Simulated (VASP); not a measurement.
# Sc3Al (Pm-3m) in VASP: a series of runs

The runs below take Sc3Al through single point, with r2SCAN.

Program: VASP 6.6.1. These are calculated values, not measurements. Logs are shortened: lines on timing, memory, paths and dates and some standing lists are left out, and cuts for length are marked.

### Step 1. The cell of the first run

The structure is cubic, space group Pm-3m (No. 221). Conventional cell: a = 4.337 Å, b = 4.337 Å, c = 4.337 Å, α = 90.00°, β = 90.00°, γ = 90.00°. Sc (site symmetry 4/mmm) has 8 Sc at 3.07 Å and 4 Al at 3.07 Å within 4.0 Å. Al (site symmetry m-3m) has 12 Sc at 3.07 Å within 4.0 Å.

### Step 2. Single point, r2SCAN (20.39 Å³/atom)

File POSCAR:

```
Sc3Al
1.0
    4.3365339988      0.0000000000      0.0000000000
    0.0000000000      4.3365339988      0.0000000000
    0.0000000000      0.0000000000      4.3365339988
Sc Al
3 1
Direct
    0.5000000000      0.0000000000      0.5000000000
    0.0000000000      0.5000000000      0.5000000000
    0.5000000000      0.5000000000      0.0000000000
    0.0000000000      0.0000000000      0.0000000000
```

File INCAR.step1:

```
  PREC = Accurate
  ENCUT = 520
  ISMEAR = 0
  SIGMA = 0.1
  LREAL = F
  LASPH = T
  NELM = 80
  NBANDS = 26
  GGA = PE
  ALGO = Normal
  EDIFF = 1E-4
  LWAVE = T
  LCHARG = F
```

File INCAR.step2:

```
  PREC = Accurate
  ENCUT = 520
  EDIFF = 1E-6
  ISMEAR = 0
  SIGMA = 0.1
  LREAL = F
  LASPH = T
  NELM = 80
  ALGO = Normal
  ISIF = 2
  LWAVE = F
  LCHARG = F
  METAGGA = R2SCAN
  LMIXTAU = T
  NBANDS = 26
  ISTART = 1
```

File KPOINTS:

```
regular mesh
0
Gamma
  10 10 10
```

Potentials or basis: VASP PAW PBE potentials, release 64 (Sc_sv, Al).

Command:

```sh
cat potpaw_PBE.64/Sc_sv/POTCAR potpaw_PBE.64/Al/POTCAR > POTCAR
cp INCAR.step1 INCAR
mpirun -np 1 vasp_std > vasp.out
cp INCAR.step2 INCAR
mpirun -np 1 vasp_std > vasp.out
```

OUTCAR:

```text
PREC = Accurate
   ENCUT = 520
   EDIFF = 1E-6
   ISMEAR = 0
   LREAL = F
   LASPH = T
   NELM = 80
   ISIF = 2
   METAGGA = R2SCAN
   ISTART = 1

 ion  position               nearest neighbor table
   1  0.500  0.000  0.500-   2 3.07   3 3.07   4 3.07   3 3.07   4 3.07   2 3.07   3 3.07   3 3.07
                             2 3.07   4 3.07   4 3.07   2 3.07
   2  0.000  0.500  0.500-   1 3.07   3 3.07   4 3.07   3 3.07   4 3.07   1 3.07   4 3.07   4 3.07
                             1 3.07   3 3.07   3 3.07   1 3.07
   3  0.500  0.500  0.000-   1 3.07   2 3.07   4 3.07   1 3.07   2 3.07   1 3.07   4 3.07   1 3.07
                             2 3.07   4 3.07   2 3.07   4 3.07
   4  0.000  0.000  0.000-   1 3.07   2 3.07   3 3.07   1 3.07   2 3.07   2 3.07   3 3.07   2 3.07
                             1 3.07   3 3.07   1 3.07   3 3.07

  LATTYP: Found a simple cubic cell.
 ALAT       =     4.3365339988

  Lattice vectors:

 A1 = (   4.3365339988,   0.0000000000,   0.0000000000)
 A2 = (   0.0000000000,   4.3365339988,   0.0000000000)
 A3 = (   0.0000000000,   0.0000000000,   4.3365339988)

Analysis of symmetry for initial positions (statically):
=====================================================================
 Subroutine PRICEL returns:
 Original cell was already a primitive cell.

 Routine SETGRP: Setting up the symmetry group for a
 simple cubic supercell.

 Subroutine GETGRP returns: Found 48 space group operations
 (whereof 48 operations were pure point group operations)
 out of a pool of 48 trial point group operations.

The static configuration has the point symmetry O_h .

Analysis of symmetry for dynamics (positions and initial velocities):
=====================================================================
 Subroutine PRICEL returns:
 Original cell was already a primitive cell.

 Routine SETGRP: Setting up the symmetry group for a
 simple cubic supercell.

 Subroutine GETGRP returns: Found 48 space group operations
 (whereof 48 operations were pure point group operations)
 out of a pool of 48 trial point group operations.

The dynamic configuration has the point symmetry O_h .

 Subroutine INISYM returns: Found 48 space group operations
 (whereof 48 operations are pure point group operations),
 and found     1 'primitive' translations

----------------------------------------------------------------------------------------

                                     Primitive cell

  volume of cell :      81.5508

  direct lattice vectors                    reciprocal lattice vectors
     4.336533999  0.000000000  0.000000000     0.230598907  0.000000000  0.000000000
     0.000000000  4.336533999  0.000000000     0.000000000  0.230598907  0.000000000
     0.000000000  0.000000000  4.336533999     0.000000000  0.000000000  0.230598907

  length of vectors
     4.336533999  4.336533999  4.336533999     0.230598907  0.230598907  0.230598907

  position of ions in fractional coordinates (direct lattice)
     0.500000000  0.000000000  0.500000000
     0.000000000  0.500000000  0.500000000
     0.500000000  0.500000000  0.000000000
     0.000000000  0.000000000  0.000000000

  ion indices of the primitive-cell ions
   primitive index   ion index
                 1           1
                 2           2
                 3           3
                 4           4

----------------------------------------------------------------------------------------

 KPOINTS: regular mesh

Automatic generation of k-mesh.
 Grid dimensions read from file:
 generate k-points for:   10   10   10

 Generating k-lattice:

  Cartesian coordinates                     Fractional coordinates (reciprocal lattice)
     0.023059891  0.000000000  0.000000000     0.100000000  0.000000000  0.000000000
     0.000000000  0.023059891  0.000000000     0.000000000  0.100000000  0.000000000
     0.000000000  0.000000000  0.023059891     0.000000000  0.000000000  0.100000000

  Length of vectors
     0.023059891  0.023059891  0.023059891

  Shift w.r.t. Gamma in fractional coordinates (k-lattice)
     0.000000000  0.000000000  0.000000000

 Subroutine IBZKPT returns following result:
 ===========================================

 Found     56 irreducible k-points:

 Following reciprocal coordinates:
            Coordinates               Weight
  0.000000  0.000000  0.000000      1.000000
  0.100000  0.000000  0.000000      6.000000
  0.200000  0.000000  0.000000      6.000000
  0.300000  0.000000  0.000000      6.000000
  0.400000  0.000000  0.000000      6.000000
  0.500000  0.000000  0.000000      3.000000
[... 16 lines left out ...]
  0.200000  0.100000  0.100000     24.000000
  0.300000  0.100000  0.100000     24.000000
 [... further k-points ...]
   k-points           NKPTS =     56   k-points in BZ     NKDIM =     56   number of bands    NBANDS=     26
   number of dos      NEDOS =    301   number of ions     NIONS =      4
   total plane-waves  NPLWV =  32768
   dimension x,y,z NGX =    32 NGY =   32 NGZ =   32
   dimension x,y,z NGXF=    64 NGYF=   64 NGZF=   64
   ions per type =               3   1
   NGX,Y,Z   is equivalent  to a cutoff of  12.27, 12.27, 12.27 a.u.
   NGXF,Y,Z  is equivalent  to a cutoff of  24.54, 24.54, 24.54 a.u.
 SYSTEM =  unknown system
   PREC   = accura    normal or accurate (medium, high low for compatibility)
   ISTART =      1    job   : 0-new  1-cont  2-samecut
   ICHARG =      0    charge: 1-file 2-atom 10-const
   ISPIN  =      1    spin polarized calculation?
   LNONCOLLINEAR =      F non collinear calculations
   LSORBIT =      F    spin-orbit coupling
   LASPH  =      T    aspherical Exc in radial PAW
   ENCUT  =  520.0 eV  38.22 Ry    6.18 a.u.   8.06  8.06  8.06*2*pi/ulx,y,z
   NELM   =     80;   NELMIN=  2; NELMDL=  0     # of ELM steps
   EDIFF  = 0.1E-05   stopping-criterion for ELM
   LREAL  =      F    real-space projection
   EDIFFG = 0.1E-04   stopping-criterion for IOM
   NSW    =      0    number of steps for IOM
   IBRION =     -1    ionic relax: 0-MD 1-quasi-New 2-CG
   NFREE  =      0    steps in history (QN), initial steepest desc. (CG)
   ISIF   =      2    stress and relaxation
   ISYM   =      2    0-nonsym 1-usesym 2-fastsym
   POTIM  = 0.5000    time-step for ionic-motion
   TEBEG  =    0.0;   TEEND  =   0.0 temperature during run
   PSTRESS=    0.0 pullay stress
   NELECT =      36.0000    total number of electrons
   NUPDOWN=      -1.0000    fix difference up-down
   EMIN   =  10.00;   EMAX   =-10.00  energy-range for DOS
   EFERMI =   0.00;   METHOD = LEGACY
   ISMEAR =     0;   SIGMA  =   0.10  broadening in eV -4-tet -1-fermi 0-gaus
   EFERMI_NEDOS =   21; number of points for ismear=-14 and -15
   IALGO  =     38    algorithm
   IMIX   =      4    mixing-type and parameters
     AMIX     =   0.40;   BMIX     =  1.00
     AMIX_MAG =   1.60;   BMIX_MAG =  1.00
  volume/ion in A,a.u.               =      20.39       137.58
  Fermi-wavevector in a.u.,A,eV,Ry     =   1.246521  2.355583 21.140929  1.553814
  Thomas-Fermi vector in A             =   2.380695
   LORBIT       =      0    0 simple, 1 ext, 2 COOP (PROOUT), +10 PAW based schemes
   METAGGA = R2SCAN    functional components
   LHFCALC =     F    Hartree Fock is set to
   AEXX    =    0.0000 exact exchange contribution
   IVDW    =     0    specifies the selected vdW correction
   LEPSILON=     F    determine dielectric tensor
   LRPA    =     F    only Hartree local field effects (RPA)
 non-spin polarized calculation
 Gauss-broadening in eV      SIGMA  =   0.10
  energy-cutoff  :      520.00
  volume of cell :       81.55
 maximum number of plane-waves:      2272
   NGX = 17   NGY = 17   NGZ = 17

 number of electron      35.9999995 magnetization

 Free energy of the ion-electron system (eV)
  ---------------------------------------------------
  ext. energy  EPLUGINS =         0.00000000
  ---------------------------------------------------
  free energy    TOTEN  =       -41.79859900 eV

  energy without entropy =      -41.77358364  energy(sigma->0) =      -41.78609132

 E-fermi :   5.2771     XC(G=0): -11.0877

 val. band max:        5.2644626467   @ k =   0.4000   0.3000   0.1000
 cond. band min:       5.2997637294   @ k =   0.4000   0.4000   0.2000
 fundamental gap:      0.0353010827
 Fermi energy:         5.2770896086

 k-point     1 :       0.0000    0.0000    0.0000
  band No.  band energies     occupation
      1     -46.1846      2.00000
      2     -46.0524      2.00000
      3     -46.0524      2.00000
      4     -24.0757      2.00000
      5     -24.0757      2.00000
      6     -24.0757      2.00000
[... 18 lines left out ...]
     25       7.9017      0.00000
     26       9.2103      0.00000

 k-point     2 :       0.1000    0.0000    0.0000
  band No.  band energies     occupation
      1     -46.1817      2.00000
      2     -46.0553      2.00000
      3     -46.0524      2.00000
      4     -24.0688      2.00000
      5     -24.0688      2.00000
      6     -24.0654      2.00000
[... 18 lines left out ...]
     25       8.0207      0.00000
     26       9.0988      0.00000

 k-point     3 :       0.2000    0.0000    0.0000
  band No.  band energies     occupation
      1     -46.1735      2.00000
      2     -46.0634      2.00000
      3     -46.0523      2.00000
      4     -24.0493      2.00000
      5     -24.0493      2.00000
      6     -24.0351      2.00000
[... 18 lines left out ...]
     25       8.2450      0.00000
     26       8.7575      0.00000

 k-point     4 :       0.3000    0.0000    0.0000
  band No.  band energies     occupation
      1     -46.1611      2.00000
      2     -46.0757      2.00000
      3     -46.0521      2.00000
      4     -24.0217      2.00000
      5     -24.0217      2.00000
      6     -23.9865      2.00000
[... 18 lines left out ...]
     25       8.2769      0.00000
     26       8.2769      0.00000
[... 496 lines left out ...]
      1     -46.1761      2.00000
      2     -46.0565      2.00000
      3     -46.0565      2.00000
      4     -24.0831      2.00000
      5     -24.0372      2.00000
      6     -24.0372      2.00000
[... 18 lines left out ...]
     25       8.0415      0.00000
     26       9.0252      0.00000

 k-point    23 :       0.2000    0.1000    0.1000
  band No.  band energies     occupation
      1     -46.1682      2.00000
      2     -46.0643      2.00000
      3     -46.0564      2.00000
      4     -24.0800      2.00000
      5     -24.0186      2.00000
      6     -23.9955      2.00000
[... 18 lines left out ...]
     25       8.2125      0.00000
     26       8.7046      0.00000

 k-point    24 :       0.3000    0.1000    0.1000
  band No.  band energies     occupation
      1     -46.1564      2.00000
      2     -46.0761      2.00000
      3     -46.0563      2.00000
      4     -24.0618      2.00000
      5     -23.9912      2.00000
      6     -23.9481      2.00000
[... 18 lines left out ...]
     25       8.1828      0.00000
     26       8.5517      0.00000

 [... further k-points ...]

------------------------ aborting loop because EDIFF is reached ----------------------------------------

  FORCE on cell =-STRESS in cart. coord.  units (eV):
  Direction    XX          YY          ZZ          XY          YZ          ZX
  --------------------------------------------------------------------------------------
  -------------------------------------------------------------------------------------
  Total        2.4078529      2.4078529      2.4078529      0.0000000     -0.0000000      0.0000000
  in kB       47.3055693     47.3055693     47.3055693      0.0000000     -0.0000000      0.0000000
  external PRESSURE =      47.3055693 kB  Pullay stress =       0.0000000 kB

 VOLUME and BASIS-vectors are now :
 -----------------------------------------------------------------------------
  energy-cutoff  :      520.00
  volume of cell :       81.55
      direct lattice vectors                 reciprocal lattice vectors
     4.336533999  0.000000000  0.000000000     0.230598907  0.000000000  0.000000000
     0.000000000  4.336533999  0.000000000     0.000000000  0.230598907  0.000000000
     0.000000000  0.000000000  4.336533999     0.000000000  0.000000000  0.230598907

 POSITION                                       TOTAL-FORCE (eV/Angst)
 -----------------------------------------------------------------------------------
      2.16827      0.00000      2.16827         0.000000      0.000000      0.000000
      0.00000      2.16827      2.16827         0.000000      0.000000      0.000000
      2.16827      2.16827      0.00000         0.000000      0.000000      0.000000
      0.00000      0.00000      0.00000         0.000000      0.000000      0.000000
 -----------------------------------------------------------------------------------
    total drift:                                0.000000     -0.000000     -0.000000

  FREE ENERGIE OF THE ION-ELECTRON SYSTEM (eV)
  ---------------------------------------------------
  free  energy   TOTEN  =       -41.7985990032 eV

  energy  without entropy=      -41.7735836408  energy(sigma->0) =      -41.78609132
```

It took 15 min on 1 thread of Intel Xeon 8259CL, shared host; peak memory 0.22 GiB.

Results:

```yaml
Free_energy: -41.7986 eV
Pressure: 4.7 GPa
Band_gap_on_the_k_mesh: zero (bands 18 and 19 overlap by 1.64 eV)
```

Levels at points of the mesh, in eV from the Fermi level:
```tsv
k point	band 16	band 17	band 18	band 19	band 20	band 21
(0.00, 0.00, 0.00)	-1.17	-0.50	-0.50	-0.50	0.59	0.59
(0.50, 0.00, 0.00)	-1.00	-1.00	0.12	0.13	0.95	0.95
(0.50, 0.50, 0.00)	-1.71	-1.18	0.23	0.54	0.54	1.22
(0.50, 0.50, 0.50)	-1.60	-1.41	-1.41	-1.41	0.36	1.68
```

Caveat: the cell stands under pressure; the PAW data sets were made with another functional, which shifts forces and pressure a little.

### Step 3. Single point, r2SCAN (21.04 Å³/atom)

This run uses another cell than the first one, of 21.04 Å³/atom.

File POSCAR:

```
Sc3Al
1.0
    4.3821850798      0.0000000000      0.0000000000
    0.0000000000      4.3821850798      0.0000000000
    0.0000000000      0.0000000000      4.3821850798
Sc Al
3 1
Direct
    0.5000000000      0.0000000000      0.5000000000
    0.0000000000      0.5000000000      0.5000000000
    0.5000000000      0.5000000000      0.0000000000
    0.0000000000      0.0000000000      0.0000000000
```

Edit INCAR.step1 of step 2 so:

```diff
@@ -6,3 +6,3 @@
   LASPH = T
-  NELM = 80
+  NELM = 60
   NBANDS = 26
```

Edit INCAR.step2 of step 2 so:

```diff
@@ -2,3 +2,3 @@
   ENCUT = 520
-  EDIFF = 1E-6
+  EDIFF = 1E-7
   ISMEAR = 0
@@ -7,3 +7,3 @@
   LASPH = T
-  NELM = 80
+  NELM = 60
   ALGO = Normal
```

KPOINTS is that of step 2.

Potentials or basis: VASP PAW PBE potentials, release 64 (Sc_sv, Al).

Command:

```sh
cat potpaw_PBE.64/Sc_sv/POTCAR potpaw_PBE.64/Al/POTCAR > POTCAR
cp INCAR.step1 INCAR
mpirun -np 1 vasp_std > vasp.out
cp INCAR.step2 INCAR
mpirun -np 1 vasp_std > vasp.out
```

Wall time 25 min (1 thread of Intel Xeon 8259CL, shared host); peak memory 0.25 GiB.

The run converged. Its results:

```
Free energy            : -41.8561 eV
Pressure               : 2.3 GPa
Band gap on the k mesh : zero (bands 18 and 19 overlap by 1.65 eV)
```

Levels at points of the mesh, in eV from the Fermi level:
```tsv
k point	band 16	band 17	band 18	band 19	band 20	band 21
(0.00, 0.00, 0.00)	-1.12	-0.46	-0.46	-0.46	0.52	0.52
(0.50, 0.00, 0.00)	-0.97	-0.97	0.13	0.14	0.90	0.90
(0.50, 0.50, 0.00)	-1.75	-1.13	0.21	0.54	0.54	1.18
(0.50, 0.50, 0.50)	-1.59	-1.43	-1.43	-1.43	0.25	1.63
```

Caveat: the PAW data sets were made with another functional, which shifts forces and pressure a little.

(Part 1 of 2 ends here.)

The gap in the log of VASP goes by the Fermi energy; the results here count the filled bands.